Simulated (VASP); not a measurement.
A run of VASP 6.6.1:

Contents of INCAR:

```
PREC = Accurate
ENCUT = 520
EDIFF = 1E-7
ISMEAR = 0
SIGMA = 0.05
LREAL = F
LASPH = T
NELM = 120
ALGO = Normal
ISIF = 2
LWAVE = F
LCHARG = F
GGA = PS
IBRION = 2
NSW = 50
EDIFFG = -0.01
GGA_COMPAT = F
NELMIN = 4
```

Contents of KPOINTS:

```
Automatic mesh
0
Gamma
  12 12 4
```

POSCAR

```
BN
1.0
    2.3202494124      0.0000000000      0.0000000000
   -1.1601247062      2.1683338019      0.0000000000
    0.0000000000      0.0000000000      7.8078478008
B N
2 2
Direct
    0.3333333333      0.6666666667      0.2500000000
    0.6666666667      0.3333333333      0.7500000000
    0.3333333333      0.6666666667      0.7500000000
    0.6666666667      0.3333333333      0.2500000000
```

Potentials or basis: VASP PAW PBE potentials, release 64 (B, N).

The run is started by

```bash
$ cat potpaw_PBE.64/B/POTCAR potpaw_PBE.64/N/POTCAR > POTCAR
$ mpirun -np 1 vasp_std > vasp.out
```

Hardware: 1 thread of Intel Xeon 8259CL (shared host).

Q: How long does it take, and how much memory?

A: It took 5.3 min on 1 thread of Intel Xeon 8259CL (shared host), peak memory 0.19 GiB. Counts: scf iterations 57, k points 129, ion steps 9.
